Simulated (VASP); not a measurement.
# Al2Cu (P2/m) in VASP: a series of runs

Al2Cu is run at these levels: PBEsol; tasks: single point.

Program: VASP 6.6.1. These are calculated values, not measurements. Logs are shortened: lines on timing, memory, paths and dates and some standing lists are left out, and cuts for length are marked.

## 1. The cell of the first run

The structure is monoclinic, space group P2/m (No. 10). Conventional cell: a = 2.846 Å, b = 4.084 Å, c = 4.084 Å, α = 90.00°, β = 90.43°, γ = 90.00°. Al (site symmetry 2/m) has 4 Cu at 2.48 to 2.50 Å and 6 Al at 2.85 to 2.89 Å within 3.3 Å. Within 3.3 Å of Al (site symmetry 2/m) lie 4 Cu at 2.49 Å and 6 Al at 2.85 to 2.89 Å. Cu (site symmetry 2/m) has 8 Al at 2.48 to 2.50 Å and 2 Cu at 2.85 Å within 3.3 Å.

## 2. Single point, PBEsol (strain +0.0075 x Voigt [0, 0, 0, 0, 1, 0])

INCAR

```
SYSTEM = Al2Cu
PREC     = Accurate       ! precision mode
ENCUT    = 520            ! plane-wave cutoff, eV
EDIFF    = 1E-7           ! SCF threshold, eV
ISMEAR   = 0              ! smearing method
SIGMA    = 0.15           ! smearing width, eV
LREAL    = .FALSE.        ! projectors in reciprocal space
LASPH    = .TRUE.         ! aspherical terms in the spheres
NELM     = 80             ! most SCF steps
ALGO     = Fast           ! electronic algorithm
ISIF     = 2              ! what is computed and relaxed
LWAVE    = .FALSE.        ! write WAVECAR
LCHARG   = .FALSE.        ! write CHGCAR
GGA      = PS             ! functional
NBANDS   = 16             ! bands
```

KPOINTS

```
regular mesh
0
G
  12 12 16
  0 0 0
```

POSCAR

```
Al2Cu
1.0
    4.0841721988      0.0000000000      0.0153156457
    0.0000000000      4.0841721988      0.0000000000
    0.0106739803      0.0000000000      2.8463947459
Al Cu
2 1
Direct
    0.5000000000      0.0000000000      0.5000000000
    0.0000000000      0.5000000000      0.5000000000
    0.0000000000      0.0000000000      0.0000000000
```

Potentials or basis: VASP PAW PBE potentials, release 64 (Al, Cu).

On the command line:

```
> cat potpaw_PBE.64/Al/POTCAR potpaw_PBE.64/Cu/POTCAR > POTCAR
> mpirun -np 1 vasp_std > vasp.out
```

OUTCAR:

```text
SYSTEM = Al2Cu
   PREC = Accurate
   ENCUT = 520
   EDIFF = 1E-7
   ISMEAR = 0
   LREAL = .FALSE.
   LASPH = .TRUE.
   NELM = 80
   ISIF = 2
   GGA = PS

 ion  position               nearest neighbor table
   1  0.500  0.000  0.500-   3 2.48   3 2.48   3 2.50   3 2.50   2 2.89   2 2.89   2 2.89   2 2.89

   2  0.000  0.500  0.500-   3 2.49   3 2.49   3 2.49   3 2.49   1 2.89   1 2.89   1 2.89   1 2.89

   3  0.000  0.000  0.000-   1 2.48   1 2.48   2 2.49   2 2.49   2 2.49   2 2.49   1 2.50   1 2.50

  LATTYP: Found a simple monoclinic cell.
 ALAT       =     2.8464147595
 B/A-ratio  =     1.4348478854
 C/A-ratio  =     1.4348579742
 COS(beta)  =    -0.0074998945

  Lattice vectors:

 A1 = (   0.0106739803,   0.0000000000,   2.8463947459)
 A2 = (   0.0000000000,   4.0841721988,   0.0000000000)
 A3 = (  -4.0841721988,   0.0000000000,  -0.0153156457)

Analysis of symmetry for initial positions (statically):
=====================================================================
 Subroutine PRICEL returns:
 Original cell was already a primitive cell.

 Routine SETGRP: Setting up the symmetry group for a
 simple monoclinic supercell.

 Subroutine GETGRP returns: Found  4 space group operations
 (whereof  4 operations were pure point group operations)
 out of a pool of  4 trial point group operations.

The static configuration has the point symmetry C_2h.

Analysis of symmetry for dynamics (positions and initial velocities):
=====================================================================
 Subroutine PRICEL returns:
 Original cell was already a primitive cell.

 Routine SETGRP: Setting up the symmetry group for a
 simple monoclinic supercell.

 Subroutine GETGRP returns: Found  4 space group operations
 (whereof  4 operations were pure point group operations)
 out of a pool of  4 trial point group operations.

The dynamic configuration has the point symmetry C_2h.

 Subroutine INISYM returns: Found  4 space group operations
 (whereof  4 operations are pure point group operations),
 and found     1 'primitive' translations

----------------------------------------------------------------------------------------

                                     Primitive cell

  volume of cell :      47.4785

[... 89 lines left out ...]
   NELM   =     80;   NELMIN=  2; NELMDL= -5     # of ELM steps
   EDIFF  = 0.1E-06   stopping-criterion for ELM
   LREAL  =      F    real-space projection
   EDIFFG = 0.1E-05   stopping-criterion for IOM
   NSW    =      0    number of steps for IOM
   IBRION =     -1    ionic relax: 0-MD 1-quasi-New 2-CG
   NFREE  =      0    steps in history (QN), initial steepest desc. (CG)
   ISIF   =      2    stress and relaxation
   ISYM   =      2    0-nonsym 1-usesym 2-fastsym
   POTIM  = 0.5000    time-step for ionic-motion
   TEBEG  =    0.0;   TEEND  =   0.0 temperature during run
   PSTRESS=    0.0 pullay stress
   NELECT =      17.0000    total number of electrons
   NUPDOWN=      -1.0000    fix difference up-down
   EMIN   =  10.00;   EMAX   =-10.00  energy-range for DOS
   EFERMI =   0.00;   METHOD = LEGACY
   ISMEAR =     0;   SIGMA  =   0.15  broadening in eV -4-tet -1-fermi 0-gaus
   EFERMI_NEDOS =   21; number of points for ismear=-14 and -15
   IALGO  =     68    algorithm
   IMIX   =      4    mixing-type and parameters
     AMIX     =   0.40;   BMIX     =  1.00
     AMIX_MAG =   1.60;   BMIX_MAG =  1.00
  volume/ion in A,a.u.               =      15.83       106.80
  Fermi-wavevector in a.u.,A,eV,Ry     =   1.162498  2.196802 18.386925  1.351401
  Thomas-Fermi vector in A             =   2.299058
   LORBIT       =      0    0 simple, 1 ext, 2 COOP (PROOUT), +10 PAW based schemes
   GGA     = PS    functional components
   LHFCALC =     F    Hartree Fock is set to
   AEXX    =    0.0000 exact exchange contribution
   IVDW    =     0    specifies the selected vdW correction
   LEPSILON=     F    determine dielectric tensor
   LRPA    =     F    only Hartree local field effects (RPA)
 non-spin polarized calculation
 RMM-DIIS sequential band-by-band and
 Gauss-broadening in eV      SIGMA  =   0.15
  energy-cutoff  :      520.00
  volume of cell :       47.48
 maximum number of plane-waves:      1294
   NGX = 15   NGY = 15   NGZ = 11

 number of electron      16.9999981 magnetization

 Free energy of the ion-electron system (eV)
  ---------------------------------------------------
  ext. energy  EPLUGINS =         0.00000000
  ---------------------------------------------------
  free energy    TOTEN  =       -12.57183050 eV

  energy without entropy =      -12.56280388  energy(sigma->0) =      -12.56731719

 E-fermi :   7.3022     XC(G=0): -10.5932

 val. band max:        7.2970935302   @ k =  -0.1667   0.1667   0.4375
 cond. band min:       7.3028343202   @ k =   0.0833   0.3333   0.3125
 fundamental gap:      0.0057407900
 Fermi energy:         7.3022174848

 k-point     1 :       0.0000    0.0000    0.0000
  band No.  band energies     occupation
      1      -3.3751      2.00000
      2       1.7821      2.00000
      3       2.2882      2.00000
      4       2.9771      2.00000
      5       3.1973      2.00000
      6       3.1974      2.00000
[... 433 lines left out ...]
      3       2.0561      2.00000
      4       2.7347      2.00000
      5       3.1840      2.00000
      6       3.1925      2.00000
[... 8 lines left out ...]
     15      18.3487      0.00000
     16      18.6578      0.00000

 [... further k-points ...]

------------------------ aborting loop because EDIFF is reached ----------------------------------------

  FORCE on cell =-STRESS in cart. coord.  units (eV):
  Direction    XX          YY          ZZ          XY          YZ          ZX
  --------------------------------------------------------------------------------------
  -------------------------------------------------------------------------------------
  Total        0.1245263      0.1220640     -0.0934266      0.0000000      0.0000000     -0.1362304
  in kB        4.2021786      4.1190890     -3.1527092      0.0000000      0.0000000     -4.5971362
  external PRESSURE =       1.7228528 kB  Pullay stress =       0.0000000 kB

 VOLUME and BASIS-vectors are now :
 -----------------------------------------------------------------------------
  energy-cutoff  :      520.00
  volume of cell :       47.48
      direct lattice vectors                 reciprocal lattice vectors
     4.084172199  0.000000000  0.015315646     0.244851102  0.000000000 -0.000918192
     0.000000000  4.084172199  0.000000000     0.000000000  0.244847659  0.000000000
     0.010673980  0.000000000  2.846394746    -0.001317475  0.000000000  0.351326556

 POSITION                                       TOTAL-FORCE (eV/Angst)
 -----------------------------------------------------------------------------------
      2.04742      0.00000      1.43086         0.000000      0.000000      0.000000
      0.00534      2.04209      1.42320        -0.000000      0.000000     -0.000000
      0.00000      0.00000      0.00000         0.000000      0.000000      0.000000
 -----------------------------------------------------------------------------------
    total drift:                                0.000000      0.000000      0.000000

  FREE ENERGIE OF THE ION-ELECTRON SYSTEM (eV)
  ---------------------------------------------------
  free  energy   TOTEN  =       -12.5718305014 eV

  energy  without entropy=      -12.5628038821  energy(sigma->0) =      -12.56731719
```

OSZICAR:

```text
N       E                     dE             d eps       ncg     rms          rms(c)
DAV:   1     0.616105573236E+02    0.61611E+02   -0.69151E+03 22048   0.112E+03
DAV:   2    -0.122472150776E+02   -0.73858E+02   -0.65492E+02 23288   0.203E+02
[... 10 lines left out ...]
RMM:  13    -0.125720202247E+02   -0.20983E-03   -0.12606E-03 28007   0.483E-01    0.105E-01
RMM:  14    -0.125718152656E+02    0.20496E-03   -0.53492E-04 26878   0.323E-01    0.276E-02
RMM:  15    -0.125718323146E+02   -0.17049E-04   -0.18736E-04 33368   0.922E-02    0.277E-02
RMM:  16    -0.125718344704E+02   -0.21558E-05   -0.27773E-05 30441   0.559E-02    0.375E-02
RMM:  17    -0.125718303731E+02    0.40973E-05   -0.11345E-05 28928   0.532E-02    0.180E-02
RMM:  18    -0.125718305214E+02   -0.14826E-06   -0.47368E-06 30713   0.192E-02    0.884E-03
RMM:  19    -0.125718305014E+02    0.20017E-07   -0.81978E-07 24565   0.710E-03
   1 F= -.12571831E+02 E0= -.12567317E+02  d E =-.902662E-02
```

It took 4.7 min on 1 thread of Intel Xeon 6975P-C (Granite Rapids), shared host; peak memory 0.57 GiB.

Results:

```yaml
Free_energy: -12.5718 eV
Pressure: 0.2 GPa
Band_gap_on_the_k_mesh: zero (an odd number of electrons rules out a gap without spin polarisation)
```

Stress tensor (GPa, compression positive):
```
 0.42  0.00 -0.46
 0.00  0.41  0.00
-0.46  0.00 -0.32
```

Caveat: the cell differs from its parent crystal (strain +0.0075 x Voigt [0, 0, 0, 0, 1, 0]); the PAW data sets were made with another functional, which shifts forces and pressure a little.

## 3. Single point, PBEsol (strain +0.0025 x Voigt [0, 0, 0, 0, 1, 0])

INCAR

```
SYSTEM = Al2Cu
ALGO     = Fast           ! electronic algorithm
EDIFF    = 1E-6           ! SCF threshold, eV
ENCUT    = 520            ! plane-wave cutoff, eV
GGA      = PS             ! functional
ISIF     = 2              ! what is computed and relaxed
ISMEAR   = 0              ! smearing method
LASPH    = .TRUE.         ! aspherical terms in the spheres
LCHARG   = .FALSE.        ! write CHGCAR
LREAL    = .FALSE.        ! projectors in reciprocal space
LWAVE    = .FALSE.        ! write WAVECAR
NBANDS   = 16             ! bands
NELM     = 100            ! most SCF steps
PREC     = Accurate       ! precision mode
SIGMA    = 0.15           ! smearing width, eV
```

KPOINTS

```
k-points
0
G
  12 12 16
  0 0 0
```

POSCAR

```
Al2Cu
1.0
    4.0841721988      0.0000000000      0.0051052152
    0.0000000000      4.0841721988      0.0000000000
    0.0035579934      0.0000000000      2.8463947459
Al Cu
2 1
Direct
    0.5000000000      0.0000000000      0.5000000000
    0.0000000000      0.5000000000      0.5000000000
    0.0000000000      0.0000000000      0.0000000000
```

Potentials or basis: VASP PAW PBE potentials, release 64 (Al, Cu).

On the command line:

```
> cat potpaw_PBE.64/Al/POTCAR potpaw_PBE.64/Cu/POTCAR > POTCAR
> mpirun -np 1 vasp_std > vasp.out
```

Run time: 4.1 min. Hardware: 1 thread of Intel Xeon 6975P-C (Granite Rapids), shared host; peak memory 0.56 GiB.

The run converged. Its results:

```
Free energy            : -12.5723 eV
Pressure               : -0.1 GPa
Band gap on the k mesh : zero (an odd number of electrons rules out a gap without spin polarisation)
```

Stress tensor (GPa, compression positive):
```
 0.19  0.00 -0.15
 0.00  0.19  0.00
-0.15  0.00 -0.54
```

Levels at points of the mesh, in eV from the Fermi level:
```tsv
k point	band 7	band 8	band 9	band 10	band 11	band 12
(0.00, 0.00, 0.00)	-2.45	-2.45	-0.06	0.85	6.19	6.19
(0.50, 0.00, 0.00)	-4.10	-1.13	1.57	1.71	1.93	7.74
(0.00, 0.50, 0.00)	-4.10	-1.13	1.57	1.71	1.93	7.74
(0.50, 0.50, 0.00)	-4.13	-4.13	-2.46	8.60	8.60	9.63
(0.00, 0.00, 0.50)	-3.00	2.53	2.66	2.66	2.74	2.74
(0.50, 0.00, 0.50)	-3.10	-2.45	-1.63	3.77	4.00	4.50
(0.00, 0.50, 0.50)	-3.11	-2.45	-1.63	3.77	3.99	4.50
(0.50, 0.50, 0.50)	-2.30	-2.30	-0.82	-0.82	0.07	0.07
```

Caveat: the cell differs from its parent crystal (strain +0.0025 x Voigt [0, 0, 0, 0, 1, 0]); the PAW data sets were made with another functional, which shifts forces and pressure a little.
